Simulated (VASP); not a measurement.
Set up this calculation in VASP 6.6.1, as the native input.

* Task: single point
* Functional: PBEsol
* Potentials or basis: VASP PAW PBE potentials, release 64 (Be, S)
* Cutoff: 520 eV
* k mesh: 8 × 8 × 6
* Occupations: gaussian, width 0.02 eV
* Spin: no spin polarisation
* Dipole correction: no
* Further INCAR settings: ALGO = Normal; EDIFF = 1e-06; NBANDS = 16

The structure of BeS lies in POSCAR:

```
BeS
1.0
    2.5277022348      2.5277022348      0.0000000000
   -2.5277022348      2.5277022348      0.0000000000
    0.0000000000      0.0000000000      4.6516486833
Be S
2 2
Direct
    0.0000000000      0.0000000000      0.0000000000
    0.5000000000      0.5000000000      0.5000000000
    0.5000000000      0.0000000000      0.2500000000
    0.0000000000      0.5000000000      0.7500000000
```

One way to write it, as run:

INCAR

```
SYSTEM = BeS
PREC = Accurate
ENCUT = 520
EDIFF = 1E-6
ISMEAR = 0
SIGMA = 0.02
LREAL = .False.
LASPH = .True.
NELM = 100
ALGO = Normal
ISIF = 2
LWAVE = .False.
LCHARG = .True.
GGA = PS
LELF = .True.
LVHAR = .True.
NBANDS = 16
```

KPOINTS

```
Automatic mesh
0
Gamma
  8 8 6
  0 0 0
```

Potentials or basis: VASP PAW PBE potentials, release 64 (Be, S).

The run is started by

```sh
$ cat potpaw_PBE.64/Be/POTCAR potpaw_PBE.64/S/POTCAR > POTCAR
$ mpirun -np 1 vasp_std > vasp.out
```

Results of the run:

* Pressure: -4.3 GPa
* Band gap on the k mesh: 2.41 eV

Caveat: the PAW data sets were made with another functional, which shifts forces and pressure a little.

Wall time 33 s on 1 thread of Intel(R) Xeon(R) Platinum 8375C CPU @ 2.90GHz (Ice Lake), with other jobs on the host, peak memory 0.19 GiB.
